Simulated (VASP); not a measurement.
Crystal: Zr3SiO8.

```
Si Zr O
1.0
     3.42493   -3.42493    0.00000
     3.42493    3.42493    0.00000
     0.00000    0.00000    6.35014
Si Zr O
1 3 8
Cartesian
  3.4249 0.0000 0.0000
  0.0000 0.0000 0.0000
  1.7125 1.7125 3.1751
  1.7125 -1.7125 3.1751
  3.4249 1.7125 2.1143
  3.4249 -1.7125 2.1143
  3.4249 1.7125 5.2894
  3.4249 -1.7125 5.2894
  1.7125 0.0000 4.2358
  5.1374 0.0000 4.2358
  1.7125 0.0000 1.0607
  5.1374 0.0000 1.0607
```

```yaml
Program: VASP 6.6.1
Task: relaxation of cell and atoms
Functional: PBE
Potentials_or_basis: VASP PAW PBE potentials, release 64 (Si, Zr_sv, O)
Cutoff: 600 eV
k_mesh: 6 × 6 × 4
Occupations: gaussian, width 0.02 eV
Spin: no spin polarisation
```

At the start: pressure -8.1 GPa; volume 12.41 Å³/atom.

How do energy, volume and symmetry change on relaxing?

Over 22 steps the energy falls by 529.4 meV/atom and the volume is 10.79 Å³/atom (-13.1 %); space group P-42m (No. 111, to 0.1 Å) before, P-43m (No. 215, to 0.1 Å).

Step by step:
```
step  energy change (eV)  largest force (eV/Å)  pressure (GPa)  volume (Å³)
   1              0.0000                4.0000           -8.15       148.98
   2             -3.7934                1.7200            4.77       135.35
   3             -3.9907                2.2026           10.88       131.87
   4             -4.3607                2.0892           -8.27       141.41
   5             -4.6297                1.5692           -1.98       137.56
   6             -5.1551                0.8484           -4.59       136.88
   7             -5.2495                1.5559           -5.72       136.45
   8             -5.5730                1.5639            0.92       131.51
   9             -5.6261                1.5762            5.71       128.56
  10             -5.9704                0.8656            3.80       129.00
  11             -6.0822                1.0092            2.92       129.52
  12             -6.2348                0.4976           -4.21       132.53
  13             -6.2350                0.5028           -3.95       132.41
  14             -6.3321                0.3218           -0.29       129.86
  15             -6.3359                0.3087            0.66       129.25
  16             -6.3502                0.0876            0.13       129.52
  17             -6.3511                0.1083           -0.04       129.61
  18             -6.3527                0.0285           -0.18       129.60
  19             -6.3527                0.0299           -0.19       129.60
  20             -6.3528                0.0118            0.21       129.39
  21             -6.3528                0.0164            0.08       129.46
  22             -6.3529                0.0104            0.05       129.48
```

Final structure:
```xyz
12
Lattice="3.5749 -3.5749 0.0000 3.5749 3.5749 0.0000 0.0000 0.0000 5.0660" Properties=species:S:1:pos:R:3 pbc="T T T"
Si    3.5749    0.0000    0.0000
Zr    3.5749    3.5749    0.0000
Zr    1.7874    1.7874    2.5330
Zr    5.3623    1.7874    2.5330
O     3.5749    2.1774    1.5449
O     3.5749   -2.1774    1.5449
O     3.5749    1.3793    4.0935
O     3.5749   -1.3793    4.0935
O     1.3975    0.0000    3.5211
O     5.7522    0.0000    3.5211
O     2.1956    0.0000    0.9725
O     4.9542    0.0000    0.9725
```

Caveat: a cell axis changed by over 15 % at a fixed basis, so the end point is rough.
